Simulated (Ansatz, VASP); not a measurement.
**Two plane-wave programs on BN**

File INCAR:

```
SYSTEM = BN
ALGO     = Normal         ! electronic algorithm
EDIFF    = 1E-7           ! SCF threshold, eV
ENCUT    = 520            ! plane-wave cutoff, eV
GGA      = PE             ! functional
ISIF     = 2              ! what is computed and relaxed
ISMEAR   = 0              ! smearing method
LASPH    = .True.         ! aspherical terms in the spheres
LCHARG   = .False.        ! write CHGCAR
LREAL    = .False.        ! projectors in reciprocal space
LWAVE    = .False.        ! write WAVECAR
NBANDS   = 11             ! bands
NELM     = 60             ! most SCF steps
PREC     = Accurate       ! precision mode
SIGMA    = 0.05           ! smearing width, eV
```

Contents of KPOINTS:

```
k-points
0
Gamma
  12 12 12
  0 0 0
```

POSCAR

```
BN
1.0
    0.0000000000      1.5903445670      1.8396119918
    1.8396119918      0.0000000000      1.8396119918
    1.8396119918      1.5903445670      0.0000000000
B N
1 1
Direct
    0.0000000000      0.0000000000      0.0000000000
    0.7500000000      0.7500000000      0.7500000000
```

Input for Ansatz:

```yaml
crystal:
  lattice:
    - [0.0, 1.590344567, 1.8396119918]
    - [1.8396119918, 0.0, 1.8396119918]
    - [1.8396119918, 1.590344567, 0.0]
  atoms:
    - { symbol: B, position: [0.0, 0.0, 0.0] }
    - { symbol: "N", position: [0.75, 0.75, 0.75] }
basis:
  ecutwfc: 520.0
kpoints:
  mp_grid: { grid: [12, 12, 12] }
hamiltonian:
  xc: pbe
scf:
  occupations: { method: gaussian, width: 0.05 }
output:
  forces: true
  stress: true
  eigenvalues: true
```

Alike in both runs: task single point; functional PBE; k mesh 12 × 12 × 12; occupations gaussian, width 0.05 eV; no spin polarisation.

|  | VASP | Ansatz |
| --- | --- | --- |
| version | VASP 6.6.1 | Ansatz 0.2.0 |
| potentials or method | VASP PAW PBE potentials, release 64 (B, N), cutoff 520 eV | scalar-relativistic, plane waves, PAW |
| valence electrons in the cell | 8 | 8 |

|  | VASP | Ansatz | Ansatz less VASP |
| --- | --- | --- | --- |
| gap on the k mesh at the Fermi level (eV) | 2.15 | 2.17 | +0.017 |
| least direct gap on the mesh (eV) | 7.97 | 7.99 | +0.015 |
